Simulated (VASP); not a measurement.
Here is a VASP 6.6.1 calculation.

Contents of INCAR:

```
PREC = Accurate
ENCUT = 520
EDIFF = 1E-6
ISMEAR = 1
SIGMA = 0.1
LREAL = False
LASPH = True
NELM = 60
ALGO = Normal
ISIF = 2
LWAVE = False
LCHARG = False
GGA = PS
NBANDS = 12
```

KPOINTS

```
Automatic mesh
0
Gamma
  16 16 16
```

Contents of POSCAR:

```
Nb
1.0
   -1.6294931823      1.6294931823      1.6294931823
    1.6294931823     -1.6294931823      1.6294931823
    1.6294931823      1.6294931823     -1.6294931823
Nb
1
Direct
    0.0000000000      0.0000000000      0.0000000000
```

Potentials or basis: VASP PAW PBE potentials, release 64 (Nb_sv).

Launch:

```sh
$ cat potpaw_PBE.64/Nb_sv/POTCAR > POTCAR
$ mpirun -np 1 vasp_std > vasp.out
```

Task: What does it give for the pressure?

Result: 1.6 GPa.

Task: Estimate the band gap on the k mesh.

Result: Zero (an odd number of electrons rules out a gap without spin polarisation).

Caveat: the PAW data sets were made with another functional, which shifts forces and pressure a little.
